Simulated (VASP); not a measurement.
SrCa, 2 atoms in the cell. Symmetry: P-6m2, No. 187, hexagonal system. The conventional cell has a = 4.128 Å, b = 4.128 Å, c = 6.789 Å, α = 90.00°, β = 90.00°, γ = 120.00°. Sr (site symmetry -6m2) has 6 Sr at 4.13 Å and 6 Ca at 4.15 Å within 5.4 Å. Within 5.4 Å of Ca (site symmetry -6m2) lie 6 Ca at 4.13 Å and 6 Sr at 4.15 Å. 

- Program: VASP 6.6.1
- Task: single point
- Functional: PBEsol
- Potentials or basis: VASP PAW PBE potentials, release 64 (Sr_sv, Ca_sv)
- Cutoff: 520 eV
- k mesh: 8 × 8 × 5
- Occupations: methfessel-paxton, width 0.1 eV
- Spin: no spin polarisation
- Dipole correction: no
- Further INCAR settings: ALGO = Normal; EDIFF = 1e-06; NBANDS = 17

Potentials or basis: VASP PAW PBE potentials, release 64 (Sr_sv, Ca_sv).

Run with:

```console
$ cat potpaw_PBE.64/Sr_sv/POTCAR potpaw_PBE.64/Ca_sv/POTCAR > POTCAR
$ mpirun -np 1 vasp_std > vasp.out
```

Hardware: 1 thread of Intel(R) Xeon(R) Platinum 8488C (Sapphire Rapids), on a shared host.

Estimate the wall time of this run.

Wall time 26 s on 1 thread of Intel(R) Xeon(R) Platinum 8488C (Sapphire Rapids), with other jobs on the host, peak memory 0.24 GiB. Counts: scf iterations 11, k points 30.
